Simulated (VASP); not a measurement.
# Ga: single point with PBE

Ga:

```
Ga
1.0
     0.00000    2.11790    2.11790
     2.11790    0.00000    2.11790
     2.11790    2.11790    0.00000
Ga
1
Direct
  0.00000 0.00000 0.00000
```

- Program: VASP 6.6.1
- Task: single point
- Functional: PBE
- Potentials or basis: VASP PAW PBE potentials, release 64 (Ga_d)
- Cutoff: 520 eV
- k mesh: 4 × 4 × 4
- Occupations: fermi-dirac, width 0.15 eV
- Spin: non-collinear spin, zero start, spin-orbit coupling
- Starting moments: [[0, 0, 0]] μB
- Dipole correction: no
- Further INCAR settings: ALGO = Normal; EDIFF = 1e-06; NBANDS = 24

```json
{
  "Pressure": "4.9 GPa",
  "Net moment": "0.00 μB per cell",
  "Valence electrons inside the program's atomic spheres": "Ga 11.54"
}
```

Moments on the atoms (μB; x, y, z):
```
Ga  0.00 0.00 0.00
```

It took 31 s on 1 thread of AMD EPYC 7R13, on a shared host, peak memory 0.15 GiB.

Caveat: the k points lie up to 0.64 Å⁻¹ apart.
